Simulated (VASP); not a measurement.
# Nb (Im-3m) in VASP: further runs, part 2 of 3

VASP 6.6.1. Earlier steps stand in the parts before.

## 3. Single point, PBEsol, collinear spin, ferromagnetic start (volume scaled by 0.92)

Input file INCAR:

```
  PREC = Accurate
  ENCUT = 520
  EDIFF = 1E-7
  ISMEAR = -1
  SIGMA = 0.05
  LREAL = F
  LASPH = T
  NELM = 150
  ALGO = Normal
  ISIF = 2
  LWAVE = F
  LCHARG = T
  ISPIN = 2
  MAGMOM = 1
  LORBIT = 11
  LMAXMIX = 4
  GGA = PS
  LELF = T
  LVHAR = T
  NBANDS = 16
```

Input file KPOINTS:

```
Automatic mesh
0
Gamma
  22 22 22
```

Input file POSCAR:

```
Nb
1.0
   -1.5896172372      1.5896172372      1.5896172372
    1.5896172372     -1.5896172372      1.5896172372
    1.5896172372      1.5896172372     -1.5896172372
Nb
1
Direct
    0.0000000000      0.0000000000      0.0000000000
```

Potentials or basis: VASP PAW PBE potentials, release 64 (Nb_sv).

Command:

```sh
$ cat potpaw_PBE.64/Nb_sv/POTCAR > POTCAR
$ mpirun -np 1 vasp_std > vasp.out
```

OUTCAR:

```text
PREC = Accurate
   ENCUT = 520
   EDIFF = 1E-7
   ISMEAR = -1
   LREAL = F
   LASPH = T
   NELM = 150
   ISIF = 2
   ISPIN = 2
   LORBIT = 11
   GGA = PS

 ion  position               nearest neighbor table
   1  0.000  0.000  0.000-

  LATTYP: Found a body centered cubic cell.
 ALAT       =     3.1792344744

  Lattice vectors:

 A1 = (  -1.5896172372,   1.5896172372,   1.5896172372)
 A2 = (   1.5896172372,  -1.5896172372,   1.5896172372)
 A3 = (   1.5896172372,   1.5896172372,  -1.5896172372)

Analysis of symmetry for initial positions (statically):
=====================================================================
 Subroutine PRICEL returns:
 Original cell was already a primitive cell.

 Routine SETGRP: Setting up the symmetry group for a
 body centered cubic supercell.

 Subroutine GETGRP returns: Found 48 space group operations
 (whereof 48 operations were pure point group operations)
 out of a pool of 48 trial point group operations.

The static configuration has the point symmetry O_h .

Analysis of symmetry for dynamics (positions and initial velocities):
=====================================================================
 Subroutine PRICEL returns:
 Original cell was already a primitive cell.

 Routine SETGRP: Setting up the symmetry group for a
 body centered cubic supercell.

 Subroutine GETGRP returns: Found 48 space group operations
 (whereof 48 operations were pure point group operations)
 out of a pool of 48 trial point group operations.

The dynamic configuration has the point symmetry O_h .

Analysis of structural, dynamic, and magnetic symmetry:
=====================================================================
 Subroutine PRICEL returns:
 Original cell was already a primitive cell.

 Routine SETGRP: Setting up the symmetry group for a
 body centered cubic supercell.

 Subroutine GETGRP returns: Found 48 space group operations
 (whereof 48 operations were pure point group operations)
 out of a pool of 48 trial point group operations.

The overall configuration has the point symmetry O_h .

[... 134 lines left out ...]

 number of electron      13.0000001 magnetization       0.0001402

 Free energy of the ion-electron system (eV)
  ---------------------------------------------------
  ext. energy  EPLUGINS =         0.00000000
  ---------------------------------------------------
  free energy    TOTEN  =       -10.88228766 eV

  energy without entropy =      -10.87096073  energy(sigma->0) =      -10.87662420

 E-fermi :  12.7241     XC(G=0): -13.2327

 val. band max:       12.7170659960   @ k =   0.2727   0.1364   0.1364
 cond. band min:      12.7327569665   @ k =   0.0455   0.0455   0.0455
 fundamental gap:      0.0156909705
 Fermi energy:        12.7241081588

 spin component 1

 k-point     1 :       0.0000    0.0000    0.0000
  band No.  band energies     occupation
      1     -41.4469      1.00000
      2     -16.4629      1.00000
      3     -16.4629      1.00000
      4     -16.4629      1.00000
      5       6.5732      1.00000
      6      13.0308      0.00216
[... 435 lines left out ...]
      5       8.1699      1.00000
      6      12.1952      0.99997
[... 8 lines left out ...]
     15      38.0064      0.00000
     16      39.0987      0.00000

 [... further k-points ...]

 spin component 2

 k-point     1 :       0.0000    0.0000    0.0000
  band No.  band energies     occupation
      1     -41.4470      1.00000
      2     -16.4628      1.00000
      3     -16.4628      1.00000
      4     -16.4628      1.00000
      5       6.5731      1.00000
      6      13.0309      0.00216
[... 435 lines left out ...]
      5       8.1699      1.00000
      6      12.1953      0.99997
[... 8 lines left out ...]
     15      38.0065      0.00000
     16      39.0987      0.00000

 [... further k-points ...]

------------------------ aborting loop because EDIFF is reached ----------------------------------------

  FORCE on cell =-STRESS in cart. coord.  units (eV):
  Direction    XX          YY          ZZ          XY          YZ          ZX
  --------------------------------------------------------------------------------------
  -------------------------------------------------------------------------------------
  Total        1.7991962      1.7991962      1.7991962      0.0000000     -0.0000000     -0.0000000
  in kB      179.4119702    179.4119702    179.4119702      0.0000000     -0.0000000     -0.0000000
  external PRESSURE =     179.4119702 kB  Pullay stress =       0.0000000 kB

 VOLUME and BASIS-vectors are now :
 -----------------------------------------------------------------------------
  energy-cutoff  :      520.00
  volume of cell :       16.07
      direct lattice vectors                 reciprocal lattice vectors
    -1.589617237  1.589617237  1.589617237     0.000000000  0.314541129  0.314541129
     1.589617237 -1.589617237  1.589617237     0.314541129  0.000000000  0.314541129
     1.589617237  1.589617237 -1.589617237     0.314541129  0.314541129  0.000000000

 POSITION                                       TOTAL-FORCE (eV/Angst)
 -----------------------------------------------------------------------------------
      0.00000      0.00000      0.00000        -0.000000     -0.000000      0.000000
 -----------------------------------------------------------------------------------
    total drift:                                0.000000     -0.000000      0.000000

  FREE ENERGIE OF THE ION-ELECTRON SYSTEM (eV)
  ---------------------------------------------------
  free  energy   TOTEN  =       -10.8822876632 eV

  energy  without entropy=      -10.8709607285  energy(sigma->0) =      -10.87662420

 total charge

# of ion       s       p       d       tot
------------------------------------------
    1        2.243   6.007   2.666  10.916

 magnetization (x)

# of ion       s       p       d       tot
------------------------------------------
    1       -0.000   0.000   0.000   0.000
```

OSZICAR:

```text
N       E                     dE             d eps       ncg     rms          rms(c)
DAV:   1     0.118438690838E+03    0.11844E+03   -0.71574E+03 21072   0.860E+02
DAV:   2    -0.733293394495E+01   -0.12577E+03   -0.11899E+03 23464   0.309E+02
DAV:   3    -0.110126071703E+02   -0.36797E+01   -0.36080E+01 30632   0.507E+01
DAV:   4    -0.111393814294E+02   -0.12677E+00   -0.12659E+00 25520   0.795E+00
DAV:   5    -0.111435099432E+02   -0.41285E-02   -0.41278E-02 32016   0.125E+00    0.943E+00
DAV:   6    -0.109088467015E+02    0.23466E+00   -0.34975E-01 33088   0.698E+00    0.338E+00
DAV:   7    -0.108712035574E+02    0.37643E-01   -0.12443E-01 35528   0.383E+00    0.151E+00
DAV:   8    -0.108794353239E+02   -0.82318E-02   -0.10706E-02 28592   0.101E+00    0.893E-01
DAV:   9    -0.108816126463E+02   -0.21773E-02   -0.32603E-03 28352   0.548E-01    0.488E-01
DAV:  10    -0.108822755429E+02   -0.66290E-03   -0.10500E-03 30168   0.306E-01    0.475E-02
DAV:  11    -0.108822929968E+02   -0.17454E-04   -0.53529E-05 27608   0.630E-02    0.201E-02
DAV:  12    -0.108822901899E+02    0.28070E-05   -0.32869E-06 27224   0.193E-02    0.113E-02
DAV:  13    -0.108822878870E+02    0.23029E-05   -0.12565E-06 29504   0.147E-02    0.310E-03
DAV:  14    -0.108822876432E+02    0.24373E-06   -0.91248E-08 24064   0.249E-03    0.202E-03
DAV:  15    -0.108822876632E+02   -0.19965E-07   -0.21181E-08 16392   0.161E-03
   1 F= -.10882288E+02 E0= -.10876624E+02  d E =-.113269E-01  mag=     0.0000
```

stdout:

```text
POSCAR found type information on POSCAR Nb
 POSCAR found :  1 types and       1 ions
 scaLAPACK will be used
 -----------------------------------------------------------------------------
|                                                                             |
|                                                                             |
|     You enforced a specific xc type in the INCAR file but a different       |
|     I HOPE YOU KNOW WHAT YOU ARE DOING!                                     |
|                                                                             |
 -----------------------------------------------------------------------------

 LDA part: xc-table for (Slater+PW92), standard interpolation
 POSCAR, INCAR and KPOINTS ok, starting setup
 FFT: planning ... GRIDC
 FFT: planning ... GRID_SOFT
 FFT: planning ... GRID
 WAVECAR not read
 entering main loop
```

It took 64 s on 1 thread of Intel Xeon 6975P-C (Granite Rapids), shared host; peak memory 0.22 GiB.

Results:

```
Free energy                                           : -10.8823 eV
Pressure                                              : 17.9 GPa
Net moment                                            : 0.00 μB per cell
Valence electrons inside the program's atomic spheres : Nb 10.92
```

Levels at points of the mesh, in eV from the Fermi level:
Spin up:
```
           k point  band 3  band 4  band 5  band 6  band 7  band 8  band 9  band 10
(0.00, 0.00, 0.00)  -29.19  -29.19   -6.15    0.31    0.31    0.31    3.61     3.61
(0.50, 0.00, 0.00)  -29.79  -29.21   -4.25   -2.05    2.92    3.74    4.52     7.40
(0.50, 0.50, 0.50)  -30.49  -30.49   -4.46   -4.46    6.46    6.46    6.46    10.08
```
Spin down:
| k point | band 3 | band 4 | band 5 | band 6 | band 7 | band 8 | band 9 | band 10 |
| --- | --- | --- | --- | --- | --- | --- | --- | --- |
| (0.00, 0.00, 0.00) | -29.19 | -29.19 | -6.15 | 0.31 | 0.31 | 0.31 | 3.61 | 3.61 |
| (0.50, 0.00, 0.00) | -29.79 | -29.21 | -4.25 | -2.05 | 2.92 | 3.74 | 4.52 | 7.40 |
| (0.50, 0.50, 0.50) | -30.49 | -30.49 | -4.46 | -4.46 | 6.46 | 6.46 | 6.46 | 10.08 |

Caveat: the PAW data sets were made with another functional, which shifts forces and pressure a little.

## 4. Single point, PBEsol, collinear spin, ferromagnetic start (volume scaled by 0.96)

Input file INCAR:

```
SYSTEM = Nb
  ALGO = Normal
  EDIFF = 1E-6
  ENCUT = 520
  GGA = PS
  ISIF = 2
  ISMEAR = -1
  ISPIN = 2
  LASPH = .True.
  LCHARG = .True.
  LELF = .True.
  LMAXMIX = 4
  LORBIT = 11
  LREAL = .False.
  LVHAR = .True.
  LWAVE = .False.
  MAGMOM = 1
  NBANDS = 16
  NELM = 150
  PREC = Accurate
  SIGMA = 0.05
```

Input file KPOINTS:

```
k-points
0
Gamma
  22 22 22
  0 0 0
```

Input file POSCAR:

```
Nb
1.0
   -1.6123291233      1.6123291233      1.6123291233
    1.6123291233     -1.6123291233      1.6123291233
    1.6123291233      1.6123291233     -1.6123291233
Nb
1
Direct
    0.0000000000      0.0000000000      0.0000000000
```

Command:

```sh
$ cat potpaw_PBE.64/Nb_sv/POTCAR > POTCAR
$ mpirun -np 1 vasp_std > vasp.out
```

Wall time 62 s (1 thread of Intel Xeon 6975P-C (Granite Rapids), shared host); peak memory 0.24 GiB.

It converged, with:

```
Free energy                                           : -10.9397 eV
Pressure                                              : 8.3 GPa
Net moment                                            : 0.00 μB per cell
Valence electrons inside the program's atomic spheres : Nb 10.84
```

Levels at points of the mesh, in eV from the Fermi level:
Spin up:
| k point | band 4 | band 5 | band 6 | band 7 | band 8 | band 9 |
| --- | --- | --- | --- | --- | --- | --- |
| (0.00, 0.00, 0.00) | -29.33 | -6.08 | 0.35 | 0.35 | 0.35 | 3.50 |
| (0.50, 0.00, 0.00) | -29.35 | -4.04 | -1.88 | 2.67 | 3.59 | 4.33 |
| (0.50, 0.50, 0.50) | -30.48 | -4.17 | -4.17 | 6.16 | 6.16 | 6.16 |
Spin down:
```tsv
k point	band 2	band 3	band 4	band 5	band 6	band 7	band 8	band 9	band 10	band 11
(0.00, 0.00, 0.00)	-29.33	-29.33	-29.33	-6.08	0.35	0.35	0.35	3.50	3.50	14.41
(0.50, 0.00, 0.00)	-31.03	-29.86	-29.35	-4.04	-1.88	2.67	3.59	4.33	7.03	11.84
(0.50, 0.50, 0.50)	-30.48	-30.48	-30.48	-4.17	-4.17	6.16	6.16	6.16	9.69	9.69
```

Caveat: the PAW data sets were made with another functional, which shifts forces and pressure a little.

(Part 2 of 3 ends here.)
